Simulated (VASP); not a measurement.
# TiSi2 (Fddd) in VASP: settings compared

The runs below take TiSi2 through relaxation of cell and atoms, with PBEsol+D4, RPBE+D3(BJ), revPBE, revPBE+D4.

Everything below comes from runs of VASP 6.6.1. Logs are shortened: lines on timing, memory, paths and dates and some standing lists are left out, and cuts for length are marked.

## (1) The cell of the first run

Symmetry: Fddd, No. 70, orthorhombic system. The conventional cell has a = 4.779 Å, b = 8.235 Å, c = 8.526 Å, α = 90.00°, β = 90.00°, γ = 90.00°. Ti (site symmetry 222) has 10 Si at 2.55 to 2.78 Å and 4 Ti at 3.20 Å within 3.4 Å. Si (site symmetry 2) has 9 Si at 2.52 to 3.20 Å and 5 Ti at 2.55 to 2.78 Å within 3.3 Å.

## (2) Relaxation of cell and atoms, PBEsol+D4

Input file INCAR:

```
SYSTEM = TiSi2
PREC = Accurate
ENCUT = 600
EDIFF = 1E-6
ISMEAR = -1
SIGMA = 0.05
LREAL = .False.
LASPH = .True.
NELM = 80
ALGO = Normal
ISIF = 3
LWAVE = .False.
LCHARG = .False.
GGA = PS
IVDW = 13
IBRION = 2
NSW = 60
EDIFFG = -0.01
```

Input file KPOINTS:

```
Automatic mesh
0
Gamma
  7 7 7
  0 0 0
```

Input file POSCAR:

```
TiSi2
1.0
    0.0000000000      4.1175163063      4.2628978354
    2.3895119538      0.0000000000      4.2628978354
    2.3895119538      4.1175163063      0.0000000000
Ti Si
2 4
Direct
    0.7500000000      0.7500000000      0.7500000000
    0.5000000000      0.5000000000      0.5000000000
    0.4125656100      0.0874343900      0.4125656100
    0.0874343900      0.4125656100      0.0874343900
    0.1625656100      0.8374343900      0.1625656100
    0.8374343900      0.1625656100      0.8374343900
```

Potentials or basis: VASP PAW PBE potentials, release 64 (Ti_sv, Si).

Started as:

```sh
$ cat potpaw_PBE.64/Ti_sv/POTCAR potpaw_PBE.64/Si/POTCAR > POTCAR
$ mpirun -np 1 vasp_std > vasp.out
```

OUTCAR:

```text
SYSTEM = TiSi2
   PREC = Accurate
   ENCUT = 600
   EDIFF = 1E-6
   ISMEAR = -1
   LREAL = .False.
   LASPH = .True.
   NELM = 80
   ISIF = 3
   GGA = PS
   IVDW = 13
   IBRION = 2
   NSW = 60
   EDIFFG = -0.01

 ion  position               nearest neighbor table
   1  0.750  0.750  0.750-   6 2.55   5 2.55   6 2.55   5 2.55   3 2.74   3 2.74   4 2.74   4 2.74
                             3 2.78   4 2.78
   2  0.500  0.500  0.500-   4 2.55   3 2.55   4 2.55   3 2.55   5 2.74   5 2.74   6 2.74   6 2.74
                             5 2.78   6 2.78
   3  0.413  0.087  0.413-   6 2.52   6 2.52   2 2.55   2 2.55   4 2.68   1 2.74   1 2.74   1 2.78
                             4 2.79   4 2.79
   4  0.087  0.413  0.087-   5 2.52   5 2.52   2 2.55   2 2.55   3 2.68   1 2.74   1 2.74   1 2.78
                             3 2.79   3 2.79
   5  0.163  0.837  0.163-   4 2.52   4 2.52   1 2.55   1 2.55   6 2.68   2 2.74   2 2.74   2 2.78
                             6 2.79   6 2.79
   6  0.837  0.163  0.837-   3 2.52   3 2.52   1 2.55   1 2.55   5 2.68   2 2.74   2 2.74   2 2.78
                             5 2.79   5 2.79

  LATTYP: Found a face centered orthorhombic cell.
 ALAT       =     4.7790239076
 B/A-ratio  =     1.7231620456
 C/A-ratio  =     1.7840035613

  Lattice vectors:

 A1 = (   0.0000000000,   4.1175163063,   4.2628978354)
 A2 = (   2.3895119538,   0.0000000000,   4.2628978354)
 A3 = (   2.3895119538,   4.1175163063,   0.0000000000)

Analysis of symmetry for initial positions (statically):
=====================================================================
 Subroutine PRICEL returns:
 Original cell was already a primitive cell.

 Routine SETGRP: Setting up the symmetry group for a
 face centered orthorhombic supercell.

 Subroutine GETGRP returns: Found  8 space group operations
 (whereof  4 operations were pure point group operations)
 out of a pool of  8 trial point group operations.

The static configuration has the point symmetry D_2 .
 The point group associated with its full space group is D_2h.

Analysis of symmetry for dynamics (positions and initial velocities):
=====================================================================
 Subroutine PRICEL returns:
 Original cell was already a primitive cell.

 Routine SETGRP: Setting up the symmetry group for a
 face centered orthorhombic supercell.

 Subroutine GETGRP returns: Found  8 space group operations
 (whereof  4 operations were pure point group operations)
 out of a pool of  8 trial point group operations.

The dynamic configuration has the point symmetry D_2 .
 The point group associated with its full space group is D_2h.

 Subroutine INISYM returns: Found  8 space group operations
 (whereof  4 operations are pure point group operations),
 and found     1 'primitive' translations

----------------------------------------------------------------------------------------

                                     Primitive cell

  volume of cell :      83.8841

  direct lattice vectors                    reciprocal lattice vectors
     0.000000000  4.117516306  4.262897835    -0.209247750  0.121432427  0.117291106
     2.389511954  0.000000000  4.262897835     0.209247750 -0.121432427  0.117291106
     2.389511954  4.117516306  0.000000000     0.209247750  0.121432427 -0.117291106

  length of vectors
     5.926739280  4.886928006  4.760641544     0.268863643  0.268863643  0.268863643

  position of ions in fractional coordinates (direct lattice)
     0.750000000  0.750000000  0.750000000
     0.500000000  0.500000000  0.500000000
     0.412565610  0.087434390  0.412565610
     0.087434390  0.412565610  0.087434390
     0.162565610  0.837434390  0.162565610
     0.837434390  0.162565610  0.837434390

  ion indices of the primitive-cell ions
   primitive index   ion index
                 1           1
                 2           2
                 3           3
                 4           4
                 5           5
                 6           6

----------------------------------------------------------------------------------------

 KPOINTS: Automatic mesh

Automatic generation of k-mesh.
 Grid dimensions read from file:
 generate k-points for:    7    7    7

 Generating k-lattice:

  Cartesian coordinates                     Fractional coordinates (reciprocal lattice)
    -0.029892536  0.017347490  0.016755872     0.142857143  0.000000000  0.000000000
     0.029892536 -0.017347490  0.016755872     0.000000000  0.142857143 -0.000000000
     0.029892536  0.017347490 -0.016755872     0.000000000 -0.000000000  0.142857143

  Length of vectors
     0.038409092  0.038409092  0.038409092

  Shift w.r.t. Gamma in fractional coordinates (k-lattice)
     0.000000000  0.000000000  0.000000000

 Subroutine IBZKPT returns following result:
 ===========================================

 Found     64 irreducible k-points:

 Following reciprocal coordinates:
            Coordinates               Weight
  0.000000  0.000000  0.000000      1.000000
  0.142857  0.000000  0.000000      8.000000
  0.285714  0.000000  0.000000      8.000000
  0.428571  0.000000  0.000000      8.000000
  0.142857  0.142857  0.000000      2.000000
  0.285714  0.142857  0.000000      8.000000
[... 16 lines left out ...]
  0.000000  0.142857  0.142857      2.000000
  0.285714  0.142857  0.142857      4.000000
 [... further k-points ...]
   k-points           NKPTS =     64   k-points in BZ     NKDIM =     64   number of bands    NBANDS=     24
   number of dos      NEDOS =    301   number of ions     NIONS =      6
   total plane-waves  NPLWV =  76800
   dimension x,y,z NGX =    48 NGY =   40 NGZ =   40
   dimension x,y,z NGXF=    96 NGYF=   80 NGZF=   80
   ions per type =               2   4
   NGX,Y,Z   is equivalent  to a cutoff of  13.46, 13.61, 13.97 a.u.
   NGXF,Y,Z  is equivalent  to a cutoff of  26.93, 27.21, 27.94 a.u.
 SYSTEM =  TiSi2
   PREC   = accura    normal or accurate (medium, high low for compatibility)
   ISTART =      0    job   : 0-new  1-cont  2-samecut
   ICHARG =      2    charge: 1-file 2-atom 10-const
   ISPIN  =      1    spin polarized calculation?
   LNONCOLLINEAR =      F non collinear calculations
   LSORBIT =      F    spin-orbit coupling
   LASPH  =      T    aspherical Exc in radial PAW
   ENCUT  =  600.0 eV  44.10 Ry    6.64 a.u.  11.84  9.76  9.51*2*pi/ulx,y,z
   NELM   =     80;   NELMIN=  2; NELMDL= -5     # of ELM steps
   EDIFF  = 0.1E-05   stopping-criterion for ELM
   LREAL  =      F    real-space projection
   EDIFFG = -.1E-01   stopping-criterion for IOM
   NSW    =     60    number of steps for IOM
   IBRION =      2    ionic relax: 0-MD 1-quasi-New 2-CG
   NFREE  =      1    steps in history (QN), initial steepest desc. (CG)
   ISIF   =      3    stress and relaxation
   ISYM   =      2    0-nonsym 1-usesym 2-fastsym
   POTIM  = 0.5000    time-step for ionic-motion
   TEBEG  =    0.0;   TEEND  =   0.0 temperature during run
   PSTRESS=    0.0 pullay stress
   NELECT =      40.0000    total number of electrons
   NUPDOWN=      -1.0000    fix difference up-down
   EMIN   =  10.00;   EMAX   =-10.00  energy-range for DOS
   EFERMI =   0.00;   METHOD = LEGACY
   ISMEAR =    -1;   SIGMA  =   0.05  broadening in eV -4-tet -1-fermi 0-gaus
   EFERMI_NEDOS =   21; number of points for ismear=-14 and -15
   IALGO  =     38    algorithm
   IMIX   =      4    mixing-type and parameters
     AMIX     =   0.40;   BMIX     =  1.00
     AMIX_MAG =   1.60;   BMIX_MAG =  1.00
  volume/ion in A,a.u.               =      13.98        94.35
  Fermi-wavevector in a.u.,A,eV,Ry     =   1.278994  2.416947 22.256742  1.635824
  Thomas-Fermi vector in A             =   2.411504
   LORBIT       =      0    0 simple, 1 ext, 2 COOP (PROOUT), +10 PAW based schemes
   GGA     = PS    functional components
   LHFCALC =     F    Hartree Fock is set to
   AEXX    =    0.0000 exact exchange contribution
   IVDW    =    13    specifies the selected vdW correction
   LEPSILON=     F    determine dielectric tensor
   LRPA    =     F    only Hartree local field effects (RPA)
 conjugate gradient relaxation of ions
 non-spin polarized calculation
  energy-cutoff  :      600.00
  volume of cell :       83.88
 maximum number of plane-waves:      2831
   NGX = 23   NGY = 19   NGZ = 19

--------------------------------------- Ionic step        1  -------------------------------------------

 number of electron      39.9999999 magnetization

 Free energy of the ion-electron system (eV)
  ---------------------------------------------------
  ext. energy  EPLUGINS =         0.00000000
  ---------------------------------------------------
  free energy    TOTEN  =       -43.66933638 eV

  energy without entropy =      -43.64914335  energy(sigma->0) =      -43.65923987

------------------------ aborting loop because EDIFF is reached ----------------------------------------

  DFT-D4 for vdW energy calculation

  Edisp (eV):   -1.37890

  FORCE on cell =-STRESS in cart. coord.  units (eV):
  Direction    XX          YY          ZZ          XY          YZ          ZX
  --------------------------------------------------------------------------------------
  -------------------------------------------------------------------------------------
  Total      -2.18428    -2.91228    -1.77609     0.00000     0.00000     0.00000
  in kB     -41.71954   -55.62420   -33.92313     0.00000     0.00000     0.00000
  external pressure =      -43.76 kB  Pullay stress =        0.00 kB
[... 289 lines left out ...]
  energy  without entropy=      -45.0687037892  energy(sigma->0) =      -45.07844172

--------------------------------------- Ionic step        8  -------------------------------------------

 number of electron      39.9999999 magnetization

 Free energy of the ion-electron system (eV)
  ---------------------------------------------------
  ext. energy  EPLUGINS =         0.00000000
  ---------------------------------------------------
  free energy    TOTEN  =       -43.66697868 eV

  energy without entropy =      -43.64766052  energy(sigma->0) =      -43.65731960

 E-fermi :  10.4820     XC(G=0): -11.9630

 val. band max:       10.4800865174   @ k =  -0.1429   0.1429   0.1429
 cond. band min:      10.4868011483   @ k =  -0.1429   0.1429   0.2857
 fundamental gap:      0.0067146309
 Fermi energy:        10.4819796268

 k-point     1 :       0.0000    0.0000    0.0000
  band No.  band energies     occupation
      1     -45.4250      2.00000
      2     -45.3910      2.00000
      3     -21.9393      2.00000
      4     -21.9183      2.00000
      5     -21.8304      2.00000
      6     -21.8137      2.00000
[... 637 lines left out ...]
     23      13.6275      0.00000
     24      13.7451      0.00000

 [... further k-points ...]

------------------------ aborting loop because EDIFF is reached ----------------------------------------

  DFT-D4 for vdW energy calculation

  Edisp (eV):   -1.42124

  FORCE on cell =-STRESS in cart. coord.  units (eV):
  Direction    XX          YY          ZZ          XY          YZ          ZX
  --------------------------------------------------------------------------------------
  -------------------------------------------------------------------------------------
  Total      -0.00862     0.00620     0.01260     0.00000     0.00000     0.00000
  in kB      -0.16982     0.12210     0.24829     0.00000     0.00000     0.00000
  external pressure =        0.07 kB  Pullay stress =        0.00 kB
[... 21 lines left out ...]
  FREE ENERGIE OF THE ION-ELECTRON SYSTEM (eV)
  ---------------------------------------------------
  free  energy   TOTEN  =       -45.0882176299 eV

  energy  without entropy=      -45.0688994767  energy(sigma->0) =      -45.07855855

 reached required accuracy - stopping structural energy minimisation
```

It took 15 min on 1 thread of Intel Xeon Platinum 8259CL at 2.50GHz (Skylake/Cascade Lake), shared host; peak memory 0.36 GiB.

What came out:

| Property | Result |
| --- | --- |
| Free energy | -45.0882 eV |
| Relaxed volume | 13.55 Å³/atom |
| Relaxed cell | a = 5.865 Å, b = 4.855 Å, c = 4.694 Å, α = 75.78°, β = 53.36°, γ = 50.87° |
| Space group after relaxing (to 0.1 Å) | Fddd (No. 70) |
| Energy gained by relaxing | 6.7 meV/atom |
| Ionic steps | 8 |
| Pressure after relaxing | 0.0 GPa |
| Band gap on the k mesh | zero (bands 20 and 21 overlap by 1.85 eV) |
| Dispersion energy per atom | -0.237 eV |

Step by step:
```
step  energy change (eV)  largest force (eV/Å)  pressure (GPa)  volume (Å³)
   1              0.0000                0.0507           -4.38        83.88
   2             -0.0129                0.0638            4.27        79.33
   3             -0.0379                0.0583            0.17        81.32
   4             -0.0394                0.0307           -0.04        81.33
   5             -0.0396                0.0376            0.01        81.33
   6             -0.0398                0.0243            0.00        81.34
   7             -0.0399                0.0033           -0.02        81.35
   8             -0.0400                0.0001            0.01        81.32
```

Final structure:
```xyz
6
Lattice="0.0000 4.0535 4.2393 2.3662 0.0000 4.2393 2.3662 4.0535 0.0000" Properties=species:S:1:pos:R:3 pbc="T T T"
Ti    3.5493    6.0802    6.3590
Ti    2.3662    4.0535    4.2393
Si    1.1831    3.3532    2.1197
Si    1.1831    0.7003    2.1197
Si    2.3662    1.3264    4.2393
Si    2.3662    6.7805    4.2393
```

Caveat: the PAW data sets were made with another functional, which shifts forces and pressure a little.

## (3) Relaxation of cell and atoms, RPBE+D3(BJ)

Input file INCAR:

```
SYSTEM = TiSi2
PREC = Accurate
ENCUT = 600
EDIFF = 1E-6
ISMEAR = -1
SIGMA = 0.05
LREAL = .FALSE.
LASPH = .TRUE.
NELM = 100
ALGO = Normal
ISIF = 3
LWAVE = .FALSE.
LCHARG = .FALSE.
GGA = RP
IVDW = 12
IBRION = 2
NSW = 60
EDIFFG = -0.01
```

Input file KPOINTS:

```
Automatic mesh
0
G
  7 7 7
  0 0 0
```

POSCAR is that of step 2.

Potentials or basis: VASP PAW PBE potentials, release 64 (Ti_sv, Si).

Started as:

```sh
$ cat potpaw_PBE.64/Ti_sv/POTCAR potpaw_PBE.64/Si/POTCAR > POTCAR
$ mpirun -np 1 vasp_std > vasp.out
```

It took 32 min on 1 thread of Intel Xeon Platinum 8259CL at 2.50GHz (Skylake/Cascade Lake), shared host; peak memory 0.36 GiB.

It converged, with:

```
Free energy                           : -56.5706 eV
Relaxed volume                        : 11.58 Å³/atom
Relaxed cell                          : a = 5.570 Å, b = 4.645 Å, c = 4.419 Å, α = 75.79°, β = 53.94°, γ = 50.27°
Space group after relaxing (to 0.1 Å) : Fddd (No. 70)
Energy gained by relaxing             : 269.6 meV/atom
Ionic steps                           : 12
Pressure after relaxing               : 0.0 GPa
Band gap on the k mesh                : zero (bands 20 and 21 overlap by 2.08 eV)
Dispersion energy per atom            : -3.329 eV
```

Forces on the atoms (eV/Å):
```
Ti   0.000  0.000  0.000
Ti   0.000  0.000  0.000
Si   0.000 -0.002  0.000
Si   0.000  0.002  0.000
Si   0.000 -0.002  0.000
Si   0.000  0.002  0.000
```

Stress tensor (GPa, compression positive):
```
-0.02  0.00  0.00
 0.00  0.08  0.00
 0.00  0.00 -0.04
```

The path:
```tsv
step	energy change (eV)	largest force (eV/Å)	pressure (GPa)	volume (Å³)
1	0.0000	0.0202	-30.19	83.88
2	1.2259	0.4255	78.65	55.78
3	-1.5875	0.1362	-1.83	70.22
4	-1.5921	0.1428	-0.05	69.68
5	-1.5921	0.1463	0.85	69.41
6	-1.5900	0.0101	0.70	69.21
7	-1.6167	0.0732	0.68	69.32
8	-1.6173	0.0219	-0.68	69.72
9	-1.6176	0.0410	-0.20	69.57
10	-1.6178	0.0119	-0.01	69.51
11	-1.6178	0.0059	0.03	69.50
12	-1.6178	0.0020	0.01	69.51
```

Final structure:
```
Ti Si
1.0
     0.00000    3.80641    4.06699
     2.24501    0.00000    4.06699
     2.24501    3.80641    0.00000
Ti Si
2 4
Direct
  0.75000 0.75000 0.75000
  0.50000 0.50000 0.50000
  0.41359 0.08641 0.41359
  0.08641 0.41359 0.08641
  0.16359 0.83641 0.16359
  0.83641 0.16359 0.83641
```

Levels at points of the mesh, in eV from the Fermi level:
```
           k point  band 17  band 18  band 19  band 20  band 21  band 22  band 23  band 24
(0.00, 0.00, 0.00)    -2.72    -1.95    -1.76    -1.29    -1.10     2.53     3.77     4.07
```

Caveat: the volume moved by over 15 % at a fixed basis, so the end points are rough; the dispersion term is far too large for a dense solid, which distorts pressure and volume; the PAW data sets were made with another functional, which shifts forces and pressure a little.

[end of part 1 of 2]

The gap in the log of VASP goes by the Fermi energy; the results here count the filled bands.